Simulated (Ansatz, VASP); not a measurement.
## Two plane-wave programs on ZnS

```
CELL_PARAMETERS angstrom
0.00000 2.64842 2.64842
2.64842 0.00000 2.64842
2.64842 2.64842 0.00000
ATOMIC_POSITIONS crystal
Zn 0.00000 0.00000 0.00000
S 0.75000 0.75000 0.75000
```

Alike in both runs: functional LDA; k mesh 10 × 10 × 10; occupations gaussian, width 0.02 eV; no spin polarisation.

Ansatz relaxed the structure, and its values are those at the end. VASP's run is a single point on that final structure, the one shown.

|  | VASP | Ansatz |
| --- | --- | --- |
| version | VASP 6.6.1 | Ansatz 0.2.0 |
| potentials or method | VASP PAW LDA potentials, release 64 (Zn, S), cutoff 520 eV | scalar-relativistic, plane waves, PAW |
| valence electrons in the cell | 18 | 18 |

```tsv
	VASP	Ansatz	Ansatz less VASP
gap on the k mesh at the Fermi level (eV)	2.16	2.13	-0.035
least direct gap on the mesh (eV)	2.16	2.13	-0.035
pressure (GPa)	0.3	0.0	-0.26
```

LDA's correlation is that of Perdew and Zunger in VASP and of Perdew and Wang (1992) in Ansatz.
